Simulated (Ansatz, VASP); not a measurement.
**Co in VASP and in Ansatz**

The input INCAR:

```
ALGO     = Normal         # electronic algorithm
EDIFF    = 1E-6           # SCF threshold, eV
ENCUT    = 520            # plane-wave cutoff, eV
GGA      = PE             # functional
ISIF     = 2              # what is computed and relaxed
ISMEAR   = -1             # smearing method
LASPH    = T              # aspherical terms in the spheres
LCHARG   = T              # write CHGCAR
LELF     = T              # ELF
LREAL    = F              # projectors in reciprocal space
LVHAR    = T            
LWAVE    = F              # write WAVECAR
NBANDS   = 26             # bands
NELM     = 60             # most SCF steps
PREC     = Accurate       # precision mode
SIGMA    = 0.1            # smearing width, eV
```

KPOINTS

```
k-points
0
Gamma
  17 17 5
```

The input POSCAR:

```
Co
1.0
    2.5125212669      0.0000000000      0.0000000000
   -1.2562606335      2.1759072446      0.0000000000
    0.0000000000      0.0000000000      8.1788763551
Co
4
Direct
    0.0000000000      1.0000000000      1.0000000000
    0.0000000000      1.0000000000      0.5000000000
    0.3333333333      0.6666666667      0.2500000000
    0.6666666667      0.3333333333      0.7500000000
```

Input for Ansatz:

```yaml
crystal:
  lattice:
    - [2.5125212669, 0.0, 0.0]
    - [-1.2562606335, 2.1759072446, 0.0]
    - [0.0, 0.0, 8.1788763551]
  atoms:
    - { symbol: Co, position: [0.0, 1.0, 1.0] }
    - { symbol: Co, position: [0.0, 1.0, 0.5] }
    - { symbol: Co, position: [0.3333333333, 0.6666666667, 0.25] }
    - { symbol: Co, position: [0.6666666667, 0.3333333333, 0.75] }
hamiltonian:
  xc: pbe
  pseudopotentials:
    kind: paw
    azcp:
      Co: "pseudopotentials/Co.paw.azcp"
basis:
  ecutwfc: 420
  fft_grid_basis: typed
kpoints:
  mp_grid: { grid: [17, 17, 5], shift: [0, 0, 0] }
magnetization:
  spin_polarized: false
scf:
  occupations: { method: fermi_dirac, width: 0.1 }
  lower_state_search: "off"
output:
  stress: true
  write_density: true
  write_potential: true
  elf: true
  volumetric_format: npy
```

Alike in both runs: task single point; functional PBE; k mesh 17 × 17 × 5; occupations fermi-dirac, width 0.1 eV; no spin polarisation.

|  | VASP | Ansatz |
| --- | --- | --- |
| version | VASP 6.6.1 | Ansatz 0.2.0 |
| potentials or method | VASP PAW PBE potentials, release 64 (Co), cutoff 520 eV | plane waves (420 eV) with PAW, scalar-relativistic |
| valence electrons in the cell | 36 | 68 |

```csv
,VASP,Ansatz,Ansatz less VASP
pressure (GPa),-16.4,-16.1,+0.35
"traceless stress, the component that is largest in VASP (GPa)",-0.11,-0.10,+0.011
```

VASP's potentials hold 36 valence electrons a cell and Ansatz's 68, so a difference there can come from the potentials and not from the codes.
